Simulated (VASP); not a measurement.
# Os (Im-3m) in VASP: a series of runs

The runs below take Os through single point, with PBE.

All numbers are computed with VASP 6.6.1; they aren't measurements. Logs are shortened: lines on timing, memory, paths and dates and some standing lists are left out, and cuts for length are marked.

## 1. The cell of the first run

It takes space group Im-3m (No. 229, cubic). The conventional cell has a = 2.746 Å, b = 2.746 Å, c = 2.746 Å, α = 90.00°, β = 90.00°, γ = 90.00°. Within 3.1 Å of Os (site symmetry m-3m) lie 14 Os at 2.38 to 2.75 Å.

This isn't the form of Os at room conditions, which is hcp.

## 2. Single point, PBE (10.35 Å³/atom)

Contents of INCAR:

```
  PREC = Accurate
  ENCUT = 520
  EDIFF = 1E-6
  ISMEAR = -1
  SIGMA = 0.1
  LREAL = False
  LASPH = True
  NELM = 60
  ALGO = Normal
  ISIF = 2
  LWAVE = False
  LCHARG = True
  GGA = PE
  LELF = True
  LVHAR = True
  NBANDS = 10
```

Contents of KPOINTS:

```
Automatic mesh
0
Gamma
  17 17 17
```

Contents of POSCAR:

```
Os
1.0
   -1.3729411717      1.3729411717      1.3729411717
    1.3729411717     -1.3729411717      1.3729411717
    1.3729411717      1.3729411717     -1.3729411717
Os
1
Direct
    0.0000000000      0.0000000000      0.0000000000
```

Potentials or basis: VASP PAW PBE potentials, release 64 (Os).

On the command line:

```console
$ cat potpaw_PBE.64/Os/POTCAR > POTCAR
$ mpirun -np 1 vasp_std > vasp.out
```

OUTCAR:

```text
PREC = Accurate
   ENCUT = 520
   EDIFF = 1E-6
   ISMEAR = -1
   LREAL = False
   LASPH = True
   NELM = 60
   ISIF = 2
   GGA = PE

 ion  position               nearest neighbor table
   1  0.000  0.000  0.000-

  LATTYP: Found a body centered cubic cell.
 ALAT       =     2.7458823434

  Lattice vectors:

 A1 = (  -1.3729411717,   1.3729411717,   1.3729411717)
 A2 = (   1.3729411717,  -1.3729411717,   1.3729411717)
 A3 = (   1.3729411717,   1.3729411717,  -1.3729411717)

Analysis of symmetry for initial positions (statically):
=====================================================================
 Subroutine PRICEL returns:
 Original cell was already a primitive cell.

 Routine SETGRP: Setting up the symmetry group for a
 body centered cubic supercell.

 Subroutine GETGRP returns: Found 48 space group operations
 (whereof 48 operations were pure point group operations)
 out of a pool of 48 trial point group operations.

The static configuration has the point symmetry O_h .

Analysis of symmetry for dynamics (positions and initial velocities):
=====================================================================
 Subroutine PRICEL returns:
 Original cell was already a primitive cell.

 Routine SETGRP: Setting up the symmetry group for a
 body centered cubic supercell.

 Subroutine GETGRP returns: Found 48 space group operations
 (whereof 48 operations were pure point group operations)
 out of a pool of 48 trial point group operations.

The dynamic configuration has the point symmetry O_h .

 Subroutine INISYM returns: Found 48 space group operations
 (whereof 48 operations are pure point group operations),
 and found     1 'primitive' translations

----------------------------------------------------------------------------------------

                                     Primitive cell

  volume of cell :      10.3518

  direct lattice vectors                    reciprocal lattice vectors
    -1.372941172  1.372941172  1.372941172     0.000000000  0.364181664  0.364181664
     1.372941172 -1.372941172  1.372941172     0.364181664  0.000000000  0.364181664
     1.372941172  1.372941172 -1.372941172     0.364181664  0.364181664  0.000000000

  length of vectors
     2.378003865  2.378003865  2.378003865     0.515030648  0.515030648  0.515030648

  position of ions in fractional coordinates (direct lattice)
     0.000000000  0.000000000  0.000000000

  ion indices of the primitive-cell ions
   primitive index   ion index
                 1           1

----------------------------------------------------------------------------------------

 KPOINTS: Automatic mesh

Automatic generation of k-mesh.
 Grid dimensions read from file:
 generate k-points for:   17   17   17

 Generating k-lattice:

  Cartesian coordinates                     Fractional coordinates (reciprocal lattice)
     0.000000000  0.021422451  0.021422451     0.058823529  0.000000000  0.000000000
     0.021422451  0.000000000  0.021422451     0.000000000  0.058823529  0.000000000
     0.021422451  0.021422451  0.000000000     0.000000000  0.000000000  0.058823529

  Length of vectors
     0.030295920  0.030295920  0.030295920

  Shift w.r.t. Gamma in fractional coordinates (k-lattice)
     0.000000000  0.000000000  0.000000000

 Subroutine IBZKPT returns following result:
 ===========================================

 Found    165 irreducible k-points:

 Following reciprocal coordinates:
            Coordinates               Weight
  0.000000  0.000000  0.000000      1.000000
  0.058824  0.000000  0.000000     12.000000
  0.117647  0.000000  0.000000     12.000000
  0.176471  0.000000  0.000000     12.000000
  0.235294  0.000000  0.000000     12.000000
  0.294118  0.000000  0.000000     12.000000
[... 16 lines left out ...]
  0.411765  0.117647  0.000000     48.000000
  0.176471  0.176471  0.000000     24.000000
 [... further k-points ...]
   k-points           NKPTS =    165   k-points in BZ     NKDIM =    165   number of bands    NBANDS=     10
   number of dos      NEDOS =    301   number of ions     NIONS =      1
   total plane-waves  NPLWV =   5832
   dimension x,y,z NGX =    18 NGY =   18 NGZ =   18
   dimension x,y,z NGXF=    36 NGYF=   36 NGZF=   36
   ions per type =               1
   NGX,Y,Z   is equivalent  to a cutoff of  12.58, 12.58, 12.58 a.u.
   NGXF,Y,Z  is equivalent  to a cutoff of  25.17, 25.17, 25.17 a.u.
 SYSTEM =  unknown system
   PREC   = accura    normal or accurate (medium, high low for compatibility)
   ISTART =      0    job   : 0-new  1-cont  2-samecut
   ICHARG =      2    charge: 1-file 2-atom 10-const
   ISPIN  =      1    spin polarized calculation?
   LNONCOLLINEAR =      F non collinear calculations
   LSORBIT =      F    spin-orbit coupling
   LASPH  =      T    aspherical Exc in radial PAW
   ENCUT  =  520.0 eV  38.22 Ry    6.18 a.u.   4.42  4.42  4.42*2*pi/ulx,y,z
   NELM   =     60;   NELMIN=  2; NELMDL= -5     # of ELM steps
   EDIFF  = 0.1E-05   stopping-criterion for ELM
   LREAL  =      F    real-space projection
   EDIFFG = 0.1E-04   stopping-criterion for IOM
   NSW    =      0    number of steps for IOM
   IBRION =     -1    ionic relax: 0-MD 1-quasi-New 2-CG
   NFREE  =      0    steps in history (QN), initial steepest desc. (CG)
   ISIF   =      2    stress and relaxation
   ISYM   =      2    0-nonsym 1-usesym 2-fastsym
   POTIM  = 0.5000    time-step for ionic-motion
   TEBEG  =    0.0;   TEEND  =   0.0 temperature during run
   PSTRESS=    0.0 pullay stress
   NELECT =       8.0000    total number of electrons
   NUPDOWN=      -1.0000    fix difference up-down
   EMIN   =  10.00;   EMAX   =-10.00  energy-range for DOS
   EFERMI =   0.00;   METHOD = LEGACY
   ISMEAR =    -1;   SIGMA  =   0.10  broadening in eV -4-tet -1-fermi 0-gaus
   EFERMI_NEDOS =   21; number of points for ismear=-14 and -15
   IALGO  =     38    algorithm
   IMIX   =      4    mixing-type and parameters
     AMIX     =   0.40;   BMIX     =  1.00
     AMIX_MAG =   1.60;   BMIX_MAG =  1.00
  volume/ion in A,a.u.               =      10.35        69.86
  Fermi-wavevector in a.u.,A,eV,Ry     =   1.502333  2.838998 30.708414  2.257005
  Thomas-Fermi vector in A             =   2.613587
   LORBIT       =      0    0 simple, 1 ext, 2 COOP (PROOUT), +10 PAW based schemes
   GGA     = PE    functional components
   LHFCALC =     F    Hartree Fock is set to
   AEXX    =    0.0000 exact exchange contribution
   IVDW    =     0    specifies the selected vdW correction
   LEPSILON=     F    determine dielectric tensor
   LRPA    =     F    only Hartree local field effects (RPA)
 non-spin polarized calculation
  energy-cutoff  :      520.00
  volume of cell :       10.35
 maximum number of plane-waves:       321
 NGX is ok and might be reduce to    18
   NGX =  9   NGY =  9   NGZ =  9

 number of electron       8.0000002 magnetization

 Free energy of the ion-electron system (eV)
  ---------------------------------------------------
  ext. energy  EPLUGINS =         0.00000000
  ---------------------------------------------------
  free energy    TOTEN  =        -7.43077619 eV

  energy without entropy =       -7.40103243  energy(sigma->0) =       -7.41590431

 E-fermi :  15.0940     XC(G=0): -15.8364

 val. band max:       15.0887654555   @ k =  -0.2941   0.2941   0.1176
 cond. band min:      15.0990377740   @ k =   0.2941   0.2941   0.0000
 fundamental gap:      0.0102723185
 Fermi energy:        15.0939869862

 k-point     1 :       0.0000    0.0000    0.0000
  band No.  band energies     occupation
      1       0.9517      2.00000
      2       9.7924      2.00000
      3       9.7924      2.00000
      4       9.7924      2.00000
      5      14.7934      1.90571
      6      14.7934      1.90571
      7      31.2447      0.00000
      8      31.2447      0.00000
      9      31.2447      0.00000
     10      49.0665      0.00000

 k-point     2 :       0.0588    0.0000    0.0000
  band No.  band energies     occupation
      1       1.2016      2.00000
      2       9.6436      2.00000
      3       9.7728      2.00000
      4      10.0405      2.00000
      5      14.5465      1.99166
      6      14.7965      1.90285
      7      31.4638      0.00000
      8      31.6517      0.00000
      9      31.8972      0.00000
     10      47.0473      0.00000

 k-point     3 :       0.1176    0.0000    0.0000
  band No.  band energies     occupation
      1       1.9021      2.00000
      2       9.2372      2.00000
      3       9.6798      2.00000
      4      10.7739      2.00000
      5      14.0497      1.99994
      6      14.8193      1.87944
      7      32.0227      0.00000
      8      32.8312      0.00000
      9      33.5738      0.00000
     10      44.0960      0.00000

 k-point     4 :       0.1765    0.0000    0.0000
  band No.  band energies     occupation
      1       2.8796      2.00000
      2       8.6698      2.00000
      3       9.5114      2.00000
      4      11.9600      2.00000
      5      13.7531      2.00000
      6      14.8940      1.76164
      7      32.5460      0.00000
      8      34.6824      0.00000
      9      35.4683      0.00000
     10      41.8779      0.00000

 k-point     5 :       0.2353    0.0000    0.0000
  band No.  band energies     occupation
      1       3.7637      2.00000
      2       8.0486      2.00000
      3       9.5732      2.00000
      4      13.5411      2.00000
      5      13.8629      1.99999
      6      15.0514      1.20965
      7      32.3156      0.00000
      8      36.0341      0.00000
      9      37.0885      0.00000
     10      41.2648      0.00000

 k-point     6 :       0.2941    0.0000    0.0000
  band No.  band energies     occupation
      1       4.1077      2.00000
      2       7.4630      2.00000
      3      10.3723      2.00000
      4      14.2820      1.99940
      5      15.3025      0.22120
      6      15.4260      0.06980
      7      31.1167      0.00000
      8      34.6773      0.00000
      9      39.9406      0.00000
     10      42.5048      0.00000

 k-point     7 :       0.3529    0.0000    0.0000
  band No.  band energies     occupation
      1       3.9489      2.00000
      2       6.9770      2.00000
      3      11.8582      2.00000
      4      14.8210      1.87754
      5      15.6222      0.01011
      6      17.4621      0.00000
      7      29.6153      0.00000
      8      32.7180      0.00000
      9      42.1969      0.00000
     10      43.1275      0.00000

 k-point     8 :       0.4118    0.0000    0.0000
  band No.  band energies     occupation
      1       3.6587      2.00000
      2       6.6326      2.00000
      3      13.4851      2.00000
      4      15.2721      0.28821
      5      15.9397      0.00042
      6      19.3679      0.00000
      7      28.3610      0.00000
      8      30.9712      0.00000
      9      39.1123      0.00000
     10      44.0285      0.00000

 k-point     9 :       0.4706    0.0000    0.0000
  band No.  band energies     occupation
      1       3.4701      2.00000
      2       6.4546      2.00000
      3      14.6866      1.96655
      4      15.4102      0.08122
      5      16.1456      0.00005
      6      20.6262      0.00000
      7      27.6545      0.00000
      8      29.9142      0.00000
      9      37.2489      0.00000
     10      42.6089      0.00000
[... 118 lines left out ...]
 k-point    19 :       0.1765    0.1176    0.0000
  band No.  band energies     occupation
      1       4.3829      2.00000
      2       8.1575      2.00000
      3       8.7185      2.00000
      4      13.3081      2.00000
      5      14.6848      1.96712
      6      15.6155      0.01080
      7      33.2200      0.00000
      8      34.7769      0.00000
      9      37.2474      0.00000
     10      42.0379      0.00000

 k-point    20 :       0.2353    0.1176    0.0000
  band No.  band energies     occupation
      1       4.7927      2.00000
      2       7.5997      2.00000
      3       9.3182      2.00000
      4      13.6512      2.00000
      5      15.8713      0.00084
      6      16.7598      0.00000
      7      31.6574      0.00000
      8      34.6462      0.00000
      9      38.4624      0.00000
     10      41.6001      0.00000

 k-point    21 :       0.2941    0.1176   -0.0000
  band No.  band energies     occupation
      1       4.6427      2.00000
      2       7.1689      2.00000
      3      10.5629      2.00000
      4      14.2262      1.99966
      5      16.1413      0.00006
      6      18.9016      0.00000
      7      30.1971      0.00000
      8      32.9134      0.00000
      9      39.3494      0.00000
     10      40.7095      0.00000

 k-point    22 :       0.3529    0.1176   -0.0000
  band No.  band energies     occupation
      1       4.3447      2.00000
      2       6.8771      2.00000
      3      11.8883      2.00000
      4      14.6748      1.97021
      5      16.5541      0.00000
      6      20.8658      0.00000
      7      29.1392      0.00000
      8      30.8421      0.00000
      9      37.5562      0.00000
     10      42.8697      0.00000

 k-point    23 :       0.4118    0.1176    0.0000
  band No.  band energies     occupation
      1       4.1520      2.00000
      2       6.7291      2.00000
      3      12.8051      2.00000
      4      14.6711      1.97129
      5      17.1087      0.00000
      6      22.1417      0.00000
      7      28.5034      0.00000
      8      29.4845      0.00000
      9      36.5435      0.00000
     10      42.6192      0.00000

 k-point    24 :       0.1765    0.1765    0.0000
  band No.  band energies     occupation
      1       5.1190      2.00000
      2       7.8913      2.00000
      3       8.5398      2.00000
      4      13.3653      2.00000
      5      15.9410      0.00042
      6      16.7886      0.00000
      7      32.3698      0.00000
      8      34.7042      0.00000
      9      37.9912      0.00000
     10      40.7563      0.00000

 [... further k-points ...]
[... 5 lines left out ...]
  --------------------------------------------------------------------------------------
  -------------------------------------------------------------------------------------
  Total       19.2632306     19.2632306     19.2632306     -0.0000000     -0.0000000      0.0000000
  in kB     2981.4252633   2981.4252633   2981.4252633     -0.0000000     -0.0000000      0.0000000
  external PRESSURE =    2981.4252633 kB  Pullay stress =       0.0000000 kB

 VOLUME and BASIS-vectors are now :
 -----------------------------------------------------------------------------
  energy-cutoff  :      520.00
  volume of cell :       10.35
      direct lattice vectors                 reciprocal lattice vectors
    -1.372941172  1.372941172  1.372941172     0.000000000  0.364181664  0.364181664
     1.372941172 -1.372941172  1.372941172     0.364181664  0.000000000  0.364181664
     1.372941172  1.372941172 -1.372941172     0.364181664  0.364181664  0.000000000

 POSITION                                       TOTAL-FORCE (eV/Angst)
 -----------------------------------------------------------------------------------
      0.00000      0.00000      0.00000         0.000000      0.000000      0.000000
 -----------------------------------------------------------------------------------
    total drift:                                0.000000     -0.000000      0.000000

  FREE ENERGIE OF THE ION-ELECTRON SYSTEM (eV)
  ---------------------------------------------------
  free  energy   TOTEN  =        -7.4307761867 eV

  energy  without entropy=       -7.4010324292  energy(sigma->0) =       -7.41590431
```

Wall time 22 s (1 thread of Intel Xeon 8259CL, shared host); peak memory 0.13 GiB.

What came out:

| Quantity | Value |
| --- | --- |
| Free energy | -7.4308 eV |
| Pressure | 298.1 GPa |
| Band gap on the k mesh | zero (bands 4 and 5 overlap by 7.19 eV) |

Levels at points of the mesh, in eV from the Fermi level:
| k point | band 2 | band 3 | band 4 | band 5 | band 6 | band 7 |
| --- | --- | --- | --- | --- | --- | --- |
| (0.00, 0.00, 0.00) | -5.30 | -5.30 | -5.30 | -0.30 | -0.30 | 16.15 |

Caveat: the cell stands under pressure; spin-orbit coupling is left out, which moves the levels of the heavy elements.

## 3. Single point, PBE (11.83 Å³/atom)

This run uses another cell than the first one, of 11.83 Å³/atom.

Contents of INCAR:

```
SYSTEM = Os
ALGO     = Normal         ! electronic algorithm
EDIFF    = 1E-6           ! SCF threshold, eV
ENCUT    = 520            ! plane-wave cutoff, eV
GGA      = PE             ! functional
ISIF     = 2              ! what is computed and relaxed
ISMEAR   = -1             ! smearing method
LASPH    = .TRUE.         ! aspherical terms in the spheres
LCHARG   = .FALSE.        ! write CHGCAR
LREAL    = .FALSE.        ! projectors in reciprocal space
LWAVE    = .FALSE.        ! write WAVECAR
NBANDS   = 10             ! bands
NELM     = 100            ! most SCF steps
PREC     = Accurate       ! precision mode
SIGMA    = 0.1            ! smearing width, eV
```

Contents of KPOINTS:

```
k-points
0
G
  17 17 17
  0 0 0
```

Contents of POSCAR:

```
Os
1.0
   -1.4354318484      1.4354318484      1.4354318484
    1.4354318484     -1.4354318484      1.4354318484
    1.4354318484      1.4354318484     -1.4354318484
Os
1
Direct
    0.0000000000      0.0000000000      0.0000000000
```

Potentials or basis: VASP PAW PBE potentials, release 64 (Os).

On the command line:

```console
$ cat potpaw_PBE.64/Os/POTCAR > POTCAR
$ mpirun -np 1 vasp_std > vasp.out
```

It took 23 s on 1 thread of Intel Xeon 8259CL, shared host; peak memory 0.13 GiB.

Results (log left out):

- Free energy: -9.3626 eV
- Pressure: 136.8 GPa
- Band gap on the k mesh: zero (bands 4 and 5 overlap by 5.86 eV)

Levels at points of the mesh, in eV from the Fermi level:
| k point | band 1 | band 2 | band 3 | band 4 | band 5 | band 6 | band 7 | band 8 |
| --- | --- | --- | --- | --- | --- | --- | --- | --- |
| (0.00, 0.00, 0.00) | -12.85 | -4.42 | -4.42 | -4.42 | -0.17 | -0.17 | 16.27 | 16.27 |

Caveat: the cell stands under pressure; spin-orbit coupling is left out, which moves the levels of the heavy elements.
